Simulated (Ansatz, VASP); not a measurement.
## One calculation of SrGe12Pt4, two programs

```xyz
17
Lattice="-4.2879 4.2879 4.2879 4.2879 -4.2879 4.2879 4.2879 4.2879 -4.2879" Properties=species:S:1:pos:R:3 pbc="T T T"
Sr    0.0000    0.0000    0.0000
Ge    1.2454    4.2879    2.9965
Ge    1.2914    5.5332    0.0000
Ge    0.0000    1.2914    3.0425
Ge    5.5332    0.0000    1.2914
Ge    1.2914    3.0425    0.0000
Ge    0.0000    1.2914    5.5332
Ge    3.0425    0.0000    1.2914
Ge    4.2879    2.9965   -1.2454
Ge   -1.2454    4.2879    2.9965
Ge    2.9965   -1.2454    4.2879
Ge    2.9965    1.2454    4.2879
Ge    4.2879    2.9965    1.2454
Pt    2.1439    2.1439    2.1439
Pt    2.1439   -2.1439    2.1439
Pt   -2.1439    2.1439    2.1439
Pt    2.1439    2.1439   -2.1439
```

Alike in both runs: functional LDA; k mesh 6 × 6 × 6; occupations gaussian, width 0.1 eV; no spin polarisation.

Ansatz relaxed the structure, and its values are those at the end. VASP's run is a single point on that final structure, the one shown.

```csv
,VASP,Ansatz
version,VASP 6.6.1,Ansatz 0.2.0
potentials or method,"VASP PAW LDA potentials, release 64 (Sr_sv, Ge_d, Pt), cutoff 520 eV","scalar-relativistic, plane waves, PAW"
valence electrons in the cell,218,250
```

|  | VASP | Ansatz | Ansatz less VASP |
| --- | --- | --- | --- |
| gap on the k mesh at the Fermi level (eV) | none | none | - |
| pressure (GPa) | 0.3 | 0.0 | -0.33 |
| rms of the force components (eV/Å) | 0.010 | 0.000 | -0.0093 |

LDA's correlation is that of Perdew and Zunger in VASP and of Perdew and Wang (1992) in Ansatz. A gap of «none» marks a metal or a gap that the smearing closes. VASP's potentials hold 218 valence electrons a cell and Ansatz's 250, so a difference there can come from the potentials and not from the codes.

Neither program's run includes spin-orbit coupling.
